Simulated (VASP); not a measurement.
# WS2 in VASP: single point with PBE

Aim: the single point of WS2 with PBE.

Everything below comes from runs of VASP 6.6.1. Logs are shortened: lines on timing, memory, paths and dates and some standing lists are left out, and cuts for length are marked.

### 1 The cell of the first run

The typed cell holds 6 atoms: a = 3.127 Å, b = 3.127 Å, c = 12.165 Å, α = 90.00°, β = 90.00°, γ = 120.00°.

### 2 Single point, PBE

Input file INCAR:

```
SYSTEM = WS2
PREC = Accurate ; ENCUT = 500
EDIFF = 1E-6 ; ISMEAR = -1
SIGMA = 0.01 ; LREAL = .FALSE.
LASPH = .TRUE. ; NELM = 120
ALGO = Normal ; ISIF = 2
LWAVE = .FALSE. ; LCHARG = .FALSE.
GGA = PE ; NBANDS = 35
GGA_COMPAT = .FALSE.
```

Input file KPOINTS:

```
Automatic mesh
0
Gamma
  3 3 1
  0.25 0.25 0.25
```

Input file POSCAR:

```
WS2
1.0
    3.1270831533     -0.0000000285      0.0000000000
   -1.5635415520      2.7081334659      0.0000000000
    0.0000000000      0.0000000000     12.1647637100
W S
2 4
Direct
    0.3341638971      0.6658361029      0.2500000000
    0.6658361029      0.3341638971      0.7500000000
    0.3339419863      0.6662449874      0.6193501716
    0.6662449874      0.3339419863      0.1193501716
    0.3337550126      0.6660580137      0.8806498284
    0.6660580137      0.3337550126      0.3806498284
```

Potentials or basis: VASP PAW PBE potentials, release 64 (W_sv, S).

The run is started by

```bash
$ cat potpaw_PBE.64/W_sv/POTCAR potpaw_PBE.64/S/POTCAR > POTCAR
$ mpirun -np 1 vasp_std > vasp.out
```

OUTCAR:

```text
SYSTEM = WS2
   PREC = Accurate
   ENCUT = 500
   EDIFF = 1E-6
   ISMEAR = -1
   LREAL = .FALSE.
   LASPH = .TRUE.
   NELM = 120
   ISIF = 2
   GGA = PE

 ion  position               nearest neighbor table
   1  0.334  0.666  0.250-   4 2.40   6 2.40   4 2.41   6 2.41   6 2.41   4 2.41
   2  0.666  0.334  0.750-   5 2.40   3 2.40   5 2.41   3 2.41   3 2.41   5 2.41
   3  0.334  0.666  0.619-   2 2.40   2 2.41   2 2.41
   4  0.666  0.334  0.119-   1 2.40   1 2.41   1 2.41
   5  0.334  0.666  0.881-   2 2.40   2 2.41   2 2.41
   6  0.666  0.334  0.381-   1 2.40   1 2.41   1 2.41

  LATTYP: Found a hexagonal cell.
 ALAT       =     3.1270831533
 C/A-ratio  =     3.8901311905

  Lattice vectors:

 A1 = (   3.1270831533,  -0.0000000285,   0.0000000000)
 A2 = (  -1.5635415520,   2.7081334659,   0.0000000000)
 A3 = (   0.0000000000,   0.0000000000,  12.1647637100)

Analysis of symmetry for initial positions (statically):
=====================================================================
 Subroutine PRICEL returns:
 Original cell was already a primitive cell.

 Routine SETGRP: Setting up the symmetry group for a
 hexagonal supercell.

 Subroutine GETGRP returns: Found  4 space group operations
 (whereof  2 operations were pure point group operations)
 out of a pool of 24 trial point group operations.

The static configuration has the point symmetry S_2 .
 The point group associated with its full space group is C_2h.

Analysis of symmetry for dynamics (positions and initial velocities):
=====================================================================
 Subroutine PRICEL returns:
 Original cell was already a primitive cell.

 Routine SETGRP: Setting up the symmetry group for a
 hexagonal supercell.

 Subroutine GETGRP returns: Found  4 space group operations
 (whereof  2 operations were pure point group operations)
 out of a pool of 24 trial point group operations.

The dynamic configuration has the point symmetry S_2 .
 The point group associated with its full space group is C_2h.

 Subroutine INISYM returns: Found  4 space group operations
 (whereof  2 operations are pure point group operations),
 and found     1 'primitive' translations

----------------------------------------------------------------------------------------

                                     Primitive cell

  volume of cell :     103.0180

  direct lattice vectors                    reciprocal lattice vectors
     3.127083153 -0.000000029  0.000000000     0.319786829  0.184629008  0.000000000
    -1.563541552  2.708133466  0.000000000     0.000000003  0.369258021  0.000000000
     0.000000000  0.000000000 12.164763710     0.000000000  0.000000000  0.082204638

  length of vectors
     3.127083153  3.127083154 12.164763710     0.369258022  0.369258021  0.082204638

  position of ions in fractional coordinates (direct lattice)
     0.334163897  0.665836103  0.250000000
     0.665836103  0.334163897  0.750000000
     0.333941986  0.666244987  0.619350172
     0.666244987  0.333941986  0.119350172
     0.333755013  0.666058014  0.880649828
     0.666058014  0.333755013  0.380649828

  ion indices of the primitive-cell ions
   primitive index   ion index
                 1           1
                 2           2
                 3           3
                 4           4
                 5           5
                 6           6

----------------------------------------------------------------------------------------

 KPOINTS: Automatic mesh

Automatic generation of k-mesh.
 Grid dimensions read from file:
 generate k-points for:    3    3    1

 Generating k-lattice:

  Cartesian coordinates                     Fractional coordinates (reciprocal lattice)
     0.106595610  0.061543003  0.000000000     0.333333333 -0.000000000  0.000000000
     0.000000001  0.123086007  0.000000000     0.000000000  0.333333333  0.000000000
     0.000000000  0.000000000  0.082204638     0.000000000  0.000000000  1.000000000

  Length of vectors
     0.123086007  0.123086007  0.082204638

  Shift w.r.t. Gamma in fractional coordinates (k-lattice)
     0.250000000  0.250000000  0.250000000

 Subroutine IBZKPT returns following result:
 ===========================================

 Found     30 irreducible k-points:

 Following reciprocal coordinates:
            Coordinates               Weight
  0.083333  0.083333  0.250000      2.000000
 -0.083333  0.166667  0.250000      4.000000
 -0.166667  0.083333  0.250000      4.000000
 -0.083333 -0.083333  0.250000      2.000000
  0.416667  0.083333  0.250000      4.000000
 -0.083333  0.500000  0.250000      4.000000
[... 16 lines left out ...]
 -0.166667 -0.250000  0.250000      4.000000
  0.250000 -0.416667  0.250000      4.000000
 [... further k-points ...]
   k-points           NKPTS =     30   k-points in BZ     NKDIM =     30   number of bands    NBANDS=     35
   number of dos      NEDOS =    301   number of ions     NIONS =      6
   total plane-waves  NPLWV =  51840
   dimension x,y,z NGX =    24 NGY =   24 NGZ =   90
   dimension x,y,z NGXF=    48 NGYF=   48 NGZF=  180
   ions per type =               2   4
   NGX,Y,Z   is equivalent  to a cutoff of  12.76, 12.76, 12.30 a.u.
   NGXF,Y,Z  is equivalent  to a cutoff of  25.52, 25.52, 24.60 a.u.
 SYSTEM =  WS2
   PREC   = accura    normal or accurate (medium, high low for compatibility)
   ISTART =      0    job   : 0-new  1-cont  2-samecut
   ICHARG =      2    charge: 1-file 2-atom 10-const
   ISPIN  =      1    spin polarized calculation?
   LNONCOLLINEAR =      F non collinear calculations
   LSORBIT =      F    spin-orbit coupling
   LASPH  =      T    aspherical Exc in radial PAW
   ENCUT  =  500.0 eV  36.75 Ry    6.06 a.u.   5.70  5.70 22.18*2*pi/ulx,y,z
   NELM   =    120;   NELMIN=  2; NELMDL= -5     # of ELM steps
   EDIFF  = 0.1E-05   stopping-criterion for ELM
   LREAL  =      F    real-space projection
   EDIFFG = 0.1E-04   stopping-criterion for IOM
   NSW    =      0    number of steps for IOM
   IBRION =     -1    ionic relax: 0-MD 1-quasi-New 2-CG
   NFREE  =      0    steps in history (QN), initial steepest desc. (CG)
   ISIF   =      2    stress and relaxation
   ISYM   =      2    0-nonsym 1-usesym 2-fastsym
   POTIM  = 0.5000    time-step for ionic-motion
   TEBEG  =    0.0;   TEEND  =   0.0 temperature during run
   PSTRESS=    0.0 pullay stress
   NELECT =      52.0000    total number of electrons
   NUPDOWN=      -1.0000    fix difference up-down
   EMIN   =  10.00;   EMAX   =-10.00  energy-range for DOS
   EFERMI =   0.00;   METHOD = LEGACY
   ISMEAR =    -1;   SIGMA  =   0.01  broadening in eV -4-tet -1-fermi 0-gaus
   EFERMI_NEDOS =   21; number of points for ismear=-14 and -15
   IALGO  =     38    algorithm
   IMIX   =      4    mixing-type and parameters
     AMIX     =   0.40;   BMIX     =  1.00
     AMIX_MAG =   1.60;   BMIX_MAG =  1.00
  volume/ion in A,a.u.               =      17.17       115.87
  Fermi-wavevector in a.u.,A,eV,Ry     =   1.303482  2.463223 23.117171  1.699064
  Thomas-Fermi vector in A             =   2.434481
   LORBIT       =      0    0 simple, 1 ext, 2 COOP (PROOUT), +10 PAW based schemes
   GGA     = PE    functional components
   LHFCALC =     F    Hartree Fock is set to
   AEXX    =    0.0000 exact exchange contribution
   IVDW    =     0    specifies the selected vdW correction
   LEPSILON=     F    determine dielectric tensor
   LRPA    =     F    only Hartree local field effects (RPA)
 non-spin polarized calculation
  energy-cutoff  :      500.00
  volume of cell :      103.02
 maximum number of plane-waves:      2622
   NGX = 11   NGY = 11   NGZ = 45

 number of electron      52.0000003 magnetization

 Free energy of the ion-electron system (eV)
  ---------------------------------------------------
  ext. energy  EPLUGINS =         0.00000000
  ---------------------------------------------------
  free energy    TOTEN  =       -47.17011970 eV

  energy without entropy =      -47.17011970  energy(sigma->0) =      -47.17011970

 E-fermi :   7.4702     XC(G=0): -11.1674

 val. band max:        7.1676582676   @ k =  -0.0833  -0.0833   0.2500
 cond. band min:       9.0586145215   @ k =   0.1667   0.2500   0.2500
 fundamental gap:      1.8909562539
 Fermi energy:         7.4701948350

 k-point     1 :       0.0833    0.0833    0.2500
  band No.  band energies     occupation
      1     -66.7355      2.00000
      2     -66.7355      2.00000
      3     -30.9858      2.00000
      4     -30.9858      2.00000
      5     -30.8839      2.00000
      6     -30.8839      2.00000
[... 27 lines left out ...]
     34      10.9535      0.00000
     35      14.2678      0.00000

 k-point     2 :      -0.0833    0.1667    0.2500
  band No.  band energies     occupation
      1     -66.7355      2.00000
      2     -66.7355      2.00000
      3     -30.9858      2.00000
      4     -30.9857      2.00000
      5     -30.8851      2.00000
      6     -30.8851      2.00000
[... 27 lines left out ...]
     34      10.9185      0.00000
     35      14.2693      0.00000

 k-point     3 :      -0.1667    0.0833    0.2500
  band No.  band energies     occupation
      1     -66.7355      2.00000
      2     -66.7355      2.00000
      3     -30.9858      2.00000
      4     -30.9857      2.00000
      5     -30.8851      2.00000
      6     -30.8851      2.00000
[... 27 lines left out ...]
     34      10.9184      0.00000
     35      14.2700      0.00000

 k-point     4 :      -0.0833   -0.0833    0.2500
  band No.  band energies     occupation
      1     -66.7355      2.00000
      2     -66.7355      2.00000
      3     -30.9858      2.00000
      4     -30.9858      2.00000
      5     -30.8839      2.00000
      6     -30.8839      2.00000
[... 27 lines left out ...]
     34      10.9533      0.00000
     35      14.2698      0.00000

 k-point     5 :       0.4167    0.0833    0.2500
  band No.  band energies     occupation
      1     -66.7182      2.00000
      2     -66.7182      2.00000
      3     -31.1880      2.00000
      4     -31.1880      2.00000
      5     -30.9260      2.00000
      6     -30.9260      2.00000
[... 638 lines left out ...]
 k-point    22 :      -0.4167    0.1667    0.2500
  band No.  band energies     occupation
      1     -66.7216      2.00000
      2     -66.7215      2.00000
      3     -31.1067      2.00000
      4     -31.1067      2.00000
      5     -30.9377      2.00000
      6     -30.9377      2.00000
[... 27 lines left out ...]
     34      12.5327      0.00000
     35      14.2054      0.00000

 k-point    23 :      -0.1667   -0.2500    0.2500
  band No.  band energies     occupation
      1     -66.7216      2.00000
      2     -66.7216      2.00000
      3     -31.1053      2.00000
      4     -31.1053      2.00000
      5     -30.9378      2.00000
      6     -30.9378      2.00000
[... 27 lines left out ...]
     34      12.4798      0.00000
     35      14.2156      0.00000

 k-point    24 :       0.2500   -0.4167    0.2500
  band No.  band energies     occupation
      1     -66.7216      2.00000
      2     -66.7215      2.00000
      3     -31.1073      2.00000
      4     -31.1073      2.00000
      5     -30.9376      2.00000
      6     -30.9376      2.00000
[... 27 lines left out ...]
     34      12.5299      0.00000
     35      14.2042      0.00000

 [... further k-points ...]
[... 5 lines left out ...]
  --------------------------------------------------------------------------------------
  -------------------------------------------------------------------------------------
  Total        4.0128788      3.9042381      2.6043960     -0.0940856      0.0150914      0.0087130
  in kB       62.4098955     60.7202723     40.5046079     -1.4632567      0.2347078      0.1355083
  external PRESSURE =      54.5449252 kB  Pullay stress =       0.0000000 kB

 VOLUME and BASIS-vectors are now :
 -----------------------------------------------------------------------------
  energy-cutoff  :      500.00
  volume of cell :      103.02
      direct lattice vectors                 reciprocal lattice vectors
     3.127083153 -0.000000029  0.000000000     0.319786829  0.184629008  0.000000000
    -1.563541552  2.708133466  0.000000000     0.000000003  0.369258021  0.000000000
     0.000000000  0.000000000 12.164763710     0.000000000  0.000000000  0.082204638

 POSITION                                       TOTAL-FORCE (eV/Angst)
 -----------------------------------------------------------------------------------
      0.00390      1.80317      3.04119        -0.131092      0.075686      0.000000
      1.55965      0.90496      9.12357         0.131092     -0.075686      0.000000
      0.00256      1.80428      7.53425        -0.066866      0.035232     -0.000083
      1.56127      0.90436      1.45187         0.063945     -0.040292     -0.000083
      0.00227      1.80377     10.71290        -0.063945      0.040292      0.000083
      1.56098      0.90385      4.63052         0.066866     -0.035232      0.000083
 -----------------------------------------------------------------------------------
    total drift:                                0.000000     -0.000000      0.000000

  FREE ENERGIE OF THE ION-ELECTRON SYSTEM (eV)
  ---------------------------------------------------
  free  energy   TOTEN  =       -47.1701196958 eV

  energy  without entropy=      -47.1701196958  energy(sigma->0) =      -47.17011970
```

Run time: 2.1 min. Hardware: 1 thread of Intel Xeon 8259CL, shared host; peak memory 0.26 GiB.

Results:

* Free energy: -47.1701 eV
* Pressure: 5.5 GPa
* Largest force: 0.151 eV/Å
* Band gap on the k mesh: 1.89 eV (least direct gap 2.43 eV)

Forces in eV/Å, atoms in the order of the input:
```
W   -0.131  0.076  0.000
W    0.131 -0.076  0.000
S   -0.067  0.035  0.000
S    0.064 -0.040  0.000
S   -0.064  0.040  0.000
S    0.067 -0.035  0.000
```

Caveat: the cell stands under pressure; spin-orbit coupling is left out, which moves the levels of the heavy elements; a shifted mesh leaves out Γ, where band edges can lie. A k mesh can miss the band edges.
